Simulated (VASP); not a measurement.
# LuBW3 (P6/mmm) in VASP: single point with PBE

Aim: the single point of LuBW3 with PBE.

Program: VASP 6.6.1. These are calculated values, not measurements. Logs are shortened: lines on timing, memory, paths and dates and some standing lists are left out, and cuts for length are marked.

### Step 1. The cell of the first run

The structure is hexagonal, space group P6/mmm (No. 191). The conventional cell has a = 5.009 Å, b = 5.009 Å, c = 4.050 Å, α = 90.00°, β = 90.00°, γ = 120.00°. Lu (site symmetry 6/mmm) has 2 B at 2.02 Å and 6 W at 2.50 Å within 2.7 Å. B (site symmetry 6/mmm) has 2 Lu at 2.02 Å within 2.7 Å. Within 3.3 Å of W (site symmetry mmm) lie 4 W at 2.50 Å and 2 Lu at 2.50 Å and 4 B at 3.22 Å.

The cell was generated, and may not be a known phase.

### Step 2. Single point, PBE

INCAR reads:

```
SYSTEM = LuBW3
ALGO     = Normal         ! electronic algorithm
EDIFF    = 1E-7           ! SCF threshold, eV
ENCUT    = 520            ! plane-wave cutoff, eV
GGA      = PE             ! functional
ISIF     = 2              ! what is computed and relaxed
ISMEAR   = 0              ! smearing method
LASPH    = .True.         ! aspherical terms in the spheres
LCHARG   = .True.         ! write CHGCAR
LELF     = .True.         ! ELF
LREAL    = .False.        ! projectors in reciprocal space
LVHAR    = .True.       
LWAVE    = .False.        ! write WAVECAR
NBANDS   = 43             ! bands
NELM     = 100            ! most SCF steps
PREC     = Accurate       ! precision mode
SIGMA    = 0.1            ! smearing width, eV
```

KPOINTS reads:

```
k-points
0
Gamma
  6 6 4
  0 0 0
```

POSCAR reads:

```
LuBW3
1.0
    5.0089527200      0.0000000000      0.0000000000
   -2.5044763600      4.3378803000      0.0000000000
    0.0000000000      0.0000000000      4.0499001500
Lu B W
1 1 3
Direct
    0.0000000000      0.0000000000      0.0000000000
    0.0000000000      0.0000000000      0.5000000000
    0.5000000000      0.0000000000      0.0000000000
    0.0000000000      0.5000000000      0.0000000000
    0.5000000000      0.5000000000      0.0000000000
```

Potentials or basis: VASP PAW PBE potentials, release 64 (Lu, B, W_sv).

The run is started by

```console
> cat potpaw_PBE.64/Lu/POTCAR potpaw_PBE.64/B/POTCAR potpaw_PBE.64/W_sv/POTCAR > POTCAR
> mpirun -np 1 vasp_std > vasp.out
```

OUTCAR:

```text
SYSTEM = LuBW3
   EDIFF = 1E-7
   ENCUT = 520
   GGA = PE
   ISIF = 2
   ISMEAR = 0
   LASPH = .True.
   LREAL = .False.
   NELM = 100
   PREC = Accurate

 ion  position               nearest neighbor table
   1  0.000  0.000  0.000-   2 2.02   2 2.02   5 2.50   4 2.50   4 2.50   5 2.50   3 2.50   3 2.50

   2  0.000  0.000  0.500-   1 2.02   1 2.02
   3  0.500  0.000  0.000-   4 2.50   5 2.50   5 2.50   4 2.50   1 2.50   1 2.50
   4  0.000  0.500  0.000-   1 2.50   3 2.50   1 2.50   3 2.50   5 2.50   5 2.50
   5  0.500  0.500  0.000-   1 2.50   3 2.50   3 2.50   1 2.50   4 2.50   4 2.50

  LATTYP: Found a hexagonal cell.
 ALAT       =     5.0089527200
 C/A-ratio  =     0.8085323173

  Lattice vectors:

 A1 = (   5.0089527200,   0.0000000000,   0.0000000000)
 A2 = (  -2.5044763600,   4.3378803000,   0.0000000000)
 A3 = (   0.0000000000,   0.0000000000,   4.0499001500)

Analysis of symmetry for initial positions (statically):
=====================================================================
 Subroutine PRICEL returns:
 Original cell was already a primitive cell.

 Routine SETGRP: Setting up the symmetry group for a
 hexagonal supercell.

 Subroutine GETGRP returns: Found 24 space group operations
 (whereof 24 operations were pure point group operations)
 out of a pool of 24 trial point group operations.

The static configuration has the point symmetry D_6h.

Analysis of symmetry for dynamics (positions and initial velocities):
=====================================================================
 Subroutine PRICEL returns:
 Original cell was already a primitive cell.

 Routine SETGRP: Setting up the symmetry group for a
 hexagonal supercell.

 Subroutine GETGRP returns: Found 24 space group operations
 (whereof 24 operations were pure point group operations)
 out of a pool of 24 trial point group operations.

The dynamic configuration has the point symmetry D_6h.

 Subroutine INISYM returns: Found 24 space group operations
 (whereof 24 operations are pure point group operations),
 and found     1 'primitive' translations

----------------------------------------------------------------------------------------

                                     Primitive cell

  volume of cell :      87.9972

  direct lattice vectors                    reciprocal lattice vectors
     5.008952720  0.000000000  0.000000000     0.199642531  0.115263669  0.000000000
    -2.504476360  4.337880300  0.000000000     0.000000000  0.230527338  0.000000000
     0.000000000  0.000000000  4.049900150     0.000000000  0.000000000  0.246919668

  length of vectors
     5.008952720  5.008952718  4.049900150     0.230527338  0.230527338  0.246919668

  position of ions in fractional coordinates (direct lattice)
     0.000000000  0.000000000  0.000000000
     0.000000000  0.000000000  0.500000000
     0.500000000  0.000000000  0.000000000
     0.000000000  0.500000000  0.000000000
     0.500000000  0.500000000  0.000000000

  ion indices of the primitive-cell ions
   primitive index   ion index
                 1           1
                 2           2
                 3           3
                 4           4
                 5           5

----------------------------------------------------------------------------------------

 KPOINTS: k-points

Automatic generation of k-mesh.
 Grid dimensions read from file:
 generate k-points for:    6    6    4

 Generating k-lattice:

  Cartesian coordinates                     Fractional coordinates (reciprocal lattice)
     0.033273755  0.019210612  0.000000000     0.166666667  0.000000000  0.000000000
     0.000000000  0.038421223  0.000000000     0.000000000  0.166666667  0.000000000
     0.000000000  0.000000000  0.061729917     0.000000000  0.000000000  0.250000000

  Length of vectors
     0.038421223  0.038421223  0.061729917

  Shift w.r.t. Gamma in fractional coordinates (k-lattice)
     0.000000000  0.000000000  0.000000000

 Subroutine IBZKPT returns following result:
 ===========================================

 Found     21 irreducible k-points:

 Following reciprocal coordinates:
            Coordinates               Weight
  0.000000  0.000000  0.000000      1.000000
  0.166667 -0.000000  0.000000      6.000000
  0.333333  0.000000  0.000000      6.000000
  0.500000  0.000000  0.000000      3.000000
  0.166667  0.166667  0.000000      6.000000
  0.333333  0.166667  0.000000     12.000000
[... 13 lines left out ...]
  0.333333  0.166667  0.500000     12.000000
  0.333333  0.333333  0.500000      2.000000
   k-points           NKPTS =     21   k-points in BZ     NKDIM =     21   number of bands    NBANDS=     43
   number of dos      NEDOS =    301   number of ions     NIONS =      5
   total plane-waves  NPLWV =  48000
   dimension x,y,z NGX =    40 NGY =   40 NGZ =   30
   dimension x,y,z NGXF=    80 NGYF=   80 NGZF=   60
   ions per type =               1   1   3
   NGX,Y,Z   is equivalent  to a cutoff of  13.28, 13.28, 12.31 a.u.
   NGXF,Y,Z  is equivalent  to a cutoff of  26.55, 26.55, 24.63 a.u.
 SYSTEM =  LuBW3
   PREC   = accura    normal or accurate (medium, high low for compatibility)
   ISTART =      0    job   : 0-new  1-cont  2-samecut
   ICHARG =      2    charge: 1-file 2-atom 10-const
   ISPIN  =      1    spin polarized calculation?
   LNONCOLLINEAR =      F non collinear calculations
   LSORBIT =      F    spin-orbit coupling
   LASPH  =      T    aspherical Exc in radial PAW
   ENCUT  =  520.0 eV  38.22 Ry    6.18 a.u.   9.31  9.31  7.53*2*pi/ulx,y,z
   NELM   =    100;   NELMIN=  2; NELMDL= -5     # of ELM steps
   EDIFF  = 0.1E-06   stopping-criterion for ELM
   LREAL  =      F    real-space projection
   EDIFFG = 0.1E-05   stopping-criterion for IOM
   NSW    =      0    number of steps for IOM
   IBRION =     -1    ionic relax: 0-MD 1-quasi-New 2-CG
   NFREE  =      0    steps in history (QN), initial steepest desc. (CG)
   ISIF   =      2    stress and relaxation
   ISYM   =      2    0-nonsym 1-usesym 2-fastsym
   POTIM  = 0.5000    time-step for ionic-motion
   TEBEG  =    0.0;   TEEND  =   0.0 temperature during run
   PSTRESS=    0.0 pullay stress
   NELECT =      70.0000    total number of electrons
   NUPDOWN=      -1.0000    fix difference up-down
   EMIN   =  10.00;   EMAX   =-10.00  energy-range for DOS
   EFERMI =   0.00;   METHOD = LEGACY
   ISMEAR =     0;   SIGMA  =   0.10  broadening in eV -4-tet -1-fermi 0-gaus
   EFERMI_NEDOS =   21; number of points for ismear=-14 and -15
   IALGO  =     38    algorithm
   IMIX   =      4    mixing-type and parameters
     AMIX     =   0.40;   BMIX     =  1.00
     AMIX_MAG =   1.60;   BMIX_MAG =  1.00
  volume/ion in A,a.u.               =      17.60       118.77
  Fermi-wavevector in a.u.,A,eV,Ry     =   1.516880  2.866488 31.305986  2.300925
  Thomas-Fermi vector in A             =   2.626210
   LORBIT       =      0    0 simple, 1 ext, 2 COOP (PROOUT), +10 PAW based schemes
   GGA     = PE    functional components
   LHFCALC =     F    Hartree Fock is set to
   AEXX    =    0.0000 exact exchange contribution
   IVDW    =     0    specifies the selected vdW correction
   LEPSILON=     F    determine dielectric tensor
   LRPA    =     F    only Hartree local field effects (RPA)
 non-spin polarized calculation
 Gauss-broadening in eV      SIGMA  =   0.10
  energy-cutoff  :      520.00
  volume of cell :       88.00
 maximum number of plane-waves:      2389
 NGX is ok and might be reduce to    40
   NGX = 19   NGY = 19   NGZ = 15

 number of electron      70.0000004 magnetization

 Free energy of the ion-electron system (eV)
  ---------------------------------------------------
  ext. energy  EPLUGINS =         0.00000000
  ---------------------------------------------------
  free energy    TOTEN  =       -33.52642970 eV

  energy without entropy =      -33.49452430  energy(sigma->0) =      -33.51047700

 E-fermi :   6.5025     XC(G=0): -11.9020

 val. band max:        6.4901563594   @ k =   0.3333   0.1667   0.2500
 cond. band min:       6.5088898033   @ k =   0.3333   0.3333   0.2500
 fundamental gap:      0.0187334439
 Fermi energy:         6.5025093498

 k-point     1 :       0.0000    0.0000    0.0000
  band No.  band energies     occupation
      1     -67.4797      2.00000
      2     -67.2159      2.00000
      3     -67.2159      2.00000
      4     -48.3144      2.00000
      5     -33.0505      2.00000
      6     -32.4788      2.00000
[... 35 lines left out ...]
     42      10.2773      0.00000
     43      10.2773      0.00000

 k-point     2 :       0.1667   -0.0000    0.0000
  band No.  band energies     occupation
      1     -67.4642      2.00000
      2     -67.2317      2.00000
      3     -67.2159      2.00000
      4     -48.3178      2.00000
      5     -32.9372      2.00000
      6     -32.4243      2.00000
[... 35 lines left out ...]
     42       9.9085      0.00000
     43      10.1848      0.00000

 k-point     3 :       0.3333    0.0000    0.0000
  band No.  band energies     occupation
      1     -67.4242      2.00000
      2     -67.2723      2.00000
      3     -67.2157      2.00000
      4     -48.3245      2.00000
      5     -32.7021      2.00000
      6     -32.2186      2.00000
[... 35 lines left out ...]
     42       9.4221      0.00000
     43      10.1711      0.00000

 k-point     4 :       0.5000    0.0000    0.0000
  band No.  band energies     occupation
      1     -67.3920      2.00000
      2     -67.3049      2.00000
      3     -67.2157      2.00000
      4     -48.3279      2.00000
      5     -32.6011      2.00000
      6     -31.8833      2.00000
[... 725 lines left out ...]
     42       8.7116      0.00000
     43       9.9384      0.00000

 k-point    20 :       0.3333    0.1667    0.5000
  band No.  band energies     occupation
      1     -67.3920      2.00000
      2     -67.3044      2.00000
      3     -67.2157      2.00000
      4     -48.3287      2.00000
      5     -32.5198      2.00000
      6     -32.1454      2.00000
[... 35 lines left out ...]
     42       8.6096      0.00000
     43       8.8873      0.00000

 k-point    21 :       0.3333    0.3333    0.5000
  band No.  band energies     occupation
      1     -67.3482      2.00000
      2     -67.3482      2.00000
      3     -67.2159      2.00000
      4     -48.3303      2.00000
      5     -32.1946      2.00000
      6     -32.1946      2.00000
[... 35 lines left out ...]
     42       8.5990      0.00000
     43       8.6784      0.00000

------------------------ aborting loop because EDIFF is reached ----------------------------------------

  FORCE on cell =-STRESS in cart. coord.  units (eV):
  Direction    XX          YY          ZZ          XY          YZ          ZX
  --------------------------------------------------------------------------------------
  -------------------------------------------------------------------------------------
  Total       30.7665791     30.7665791     11.6256795      0.0000000      0.0000000      0.0000000
  in kB      560.1714638    560.1714633    211.6703936      0.0000000      0.0000000      0.0000000
  external PRESSURE =     444.0044402 kB  Pullay stress =       0.0000000 kB

 VOLUME and BASIS-vectors are now :
 -----------------------------------------------------------------------------
  energy-cutoff  :      520.00
  volume of cell :       88.00
      direct lattice vectors                 reciprocal lattice vectors
     5.008952720  0.000000000  0.000000000     0.199642531  0.115263669  0.000000000
    -2.504476360  4.337880300  0.000000000     0.000000000  0.230527338  0.000000000
     0.000000000  0.000000000  4.049900150     0.000000000  0.000000000  0.246919668

 POSITION                                       TOTAL-FORCE (eV/Angst)
 -----------------------------------------------------------------------------------
      0.00000      0.00000      0.00000         0.000000      0.000000      0.000000
      0.00000      0.00000      2.02495        -0.000000      0.000000      0.000000
      2.50448      0.00000      0.00000        -0.000000      0.000000      0.000000
     -1.25224      2.16894      0.00000        -0.000000      0.000000      0.000000
      1.25224      2.16894      0.00000         0.000000      0.000000      0.000000
 -----------------------------------------------------------------------------------
    total drift:                               -0.000000      0.000000     -0.000000

  FREE ENERGIE OF THE ION-ELECTRON SYSTEM (eV)
  ---------------------------------------------------
  free  energy   TOTEN  =       -33.5264297005 eV

  energy  without entropy=      -33.4945242985  energy(sigma->0) =      -33.51047700
```

Run time: 5.6 min. Hardware: 1 thread of Intel Xeon 8259CL, shared host; peak memory 0.26 GiB.

Results:

```
Free energy            : -33.5264 eV
Pressure               : 44.4 GPa
Band gap on the k mesh : zero (bands 35 and 36 overlap by 1.62 eV)
```

Stress tensor (GPa, compression positive):
```
56.02  0.00  0.00
 0.00 56.02  0.00
 0.00  0.00 21.17
```

Caveat: the k points lie up to 0.39 Å⁻¹ apart, too coarse for converged energies and pressures of a metal; spin-orbit coupling is left out, which moves the levels of the heavy elements.
